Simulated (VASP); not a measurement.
Input of a VASP 6.6.1 run:

The input POSCAR:

```
NiO2
1.0
    2.9307822099      0.0000000000      0.0000000000
   -1.4653911049      2.5381318467      0.0000000000
    0.0000000000      0.0000000000      4.1339368666
Ni O
1 2
Direct
    0.0000000000      0.0000000000      0.5000000000
    0.6666666667      0.3333333333      0.7038965371
    0.3333333333      0.6666666667      0.2961034629
```

Contents of INCAR.step1:

```
SYSTEM = NiO2
  PREC = Accurate
  ENCUT = 520
  ISMEAR = 0
  SIGMA = 0.05
  LREAL = .FALSE.
  LASPH = .TRUE.
  NELM = 100
  NBANDS = 18
  GGA = PE
  ALGO = Normal
  EDIFF = 1E-4
  LWAVE = .TRUE.
  LCHARG = .FALSE.
```

File INCAR.step2:

```
SYSTEM = NiO2
  PREC = Accurate
  ENCUT = 520
  EDIFF = 1E-6
  ISMEAR = 0
  SIGMA = 0.05
  LREAL = .FALSE.
  LASPH = .TRUE.
  NELM = 100
  ALGO = Normal
  ISIF = 2
  LWAVE = .FALSE.
  LCHARG = .FALSE.
  METAGGA = R2SCAN
  LMIXTAU = .TRUE.
  NBANDS = 18
  ISTART = 1
```

Contents of KPOINTS:

```
regular mesh
0
G
  12 12 8
  0 0 0
```

Potentials or basis: VASP PAW PBE potentials, release 64 (Ni, O).

Run with:

```sh
$ cat potpaw_PBE.64/Ni/POTCAR potpaw_PBE.64/O/POTCAR > POTCAR
$ cp INCAR.step1 INCAR
$ mpirun -np 1 vasp_std > vasp.out
$ cp INCAR.step2 INCAR
$ mpirun -np 1 vasp_std > vasp.out
```

Estimate the band gap on the k mesh.

0.88 eV, indirect (least direct gap 1.04 eV).

Predict the largest force.

0.647 eV/Å.

Stress tensor (GPa, compression positive):
```
-16.00   0.00   0.00
  0.00 -16.00   0.00
  0.00   0.00   6.31
```

Caveat: the PAW data sets were made with another functional, which shifts forces and pressure a little. A k mesh can miss the band edges.
